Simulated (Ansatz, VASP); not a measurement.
## Hg: VASP beside Ansatz

Contents of INCAR:

```
PREC = Accurate
ENCUT = 500
EDIFF = 1E-6
ISMEAR = 0
SIGMA = 0.1
LREAL = False
LASPH = True
NELM = 200
ALGO = Normal
ISIF = 2
LWAVE = False
LCHARG = False
ISPIN = 2
MAGMOM = 0.16
LORBIT = 11
LDAU = True
LDAUTYPE = 1
LDAUL = 2
LDAUU = 4.6
LDAUJ = 0.73
LDAUPRINT = 1
GGA = PS
NBANDS = 16
GGA_COMPAT = False
```

KPOINTS

```
Automatic mesh
0
Gamma
  2 2 2
```

Contents of POSCAR:

```
Hg
1.0
    2.2339762741     -2.0458582601      0.0000000000
    2.2339762741      2.0458582601      0.0000000000
   -0.3487351701      0.0000000000      3.0398006871
Hg
1
Direct
    0.5000000000      0.5000000000      0.5000000000
```

Input for Ansatz:

```yaml
crystal:
  lattice:
    - [2.2339762741, -2.0458582601, 0.0]
    - [2.2339762741, 2.0458582601, 0.0]
    - [-0.3487351701, 0.0, 3.0398006871]
  atoms:
    - { symbol: Hg, position: [0.5, 0.5, 0.5] }
basis:
  ecutwfc: "22 Ha"
  precision: f64
kpoints:
  mp_grid: { grid: [2, 2, 2] }
hamiltonian:
  xc: pbesol
  hubbard:
    sites: [{ species: Hg, l: d, u: 4.6, j: 0.73 }]
    projectors: atomic
scf:
  occupations: { method: gaussian, width: 0.1 }
  max_iter: 82
output:
  forces: true
  stress: true
  eigenvalues: true
magnetization:
  spin_polarized: true
  initial_magnetization: 4.0
```

Alike in both runs: task single point; functional PBEsol; k mesh 2 × 2 × 2; occupations gaussian, width 0.1 eV; collinear spin; Hubbard terms Hg d U = 4.6 eV, J = 0.73 eV.

|  | VASP | Ansatz |
| --- | --- | --- |
| version | VASP 6.6.1 | Ansatz 0.2.0 |
| potentials or method | VASP PAW PBE potentials, release 64 (Hg), cutoff 500 eV | scalar-relativistic, plane waves, PAW |
| valence electrons in the cell | 12 | 20 |

Ansatz gave:

* gap on the k mesh at the Fermi level (eV): none
* pressure (GPa): 7.9
* traceless stress, the component that is largest in VASP (GPa): 4.15
* net moment per atom (μB): 0.18
* size of the moment on the site where the two differ most (μB): 0.14

Q: Which values does VASP return?

A: gap on the k mesh at the Fermi level (eV): none; pressure (GPa): 5.3; traceless stress, the component that is largest in VASP (GPa): 4.20; net moment per atom (μB): 0.21; size of the moment on the site where the two differ most (μB): 0.17.

VASP's potentials were made for PBE, not for PBEsol. Site moments also hang on the region over which each program counts them. The programs project onto different local orbitals, so the same U acts differently, and such runs can settle in different states. A gap of «none» marks a metal or a gap that the smearing closes. VASP's potentials hold 12 valence electrons a cell and Ansatz's 20, so a difference there can come from the potentials and not from the codes. Ansatz's warnings: filled band counts differ across k points, seeded moment not kept.

The k mesh is coarse, so the values compare programs but aren't converged. Neither program's run includes spin-orbit coupling.
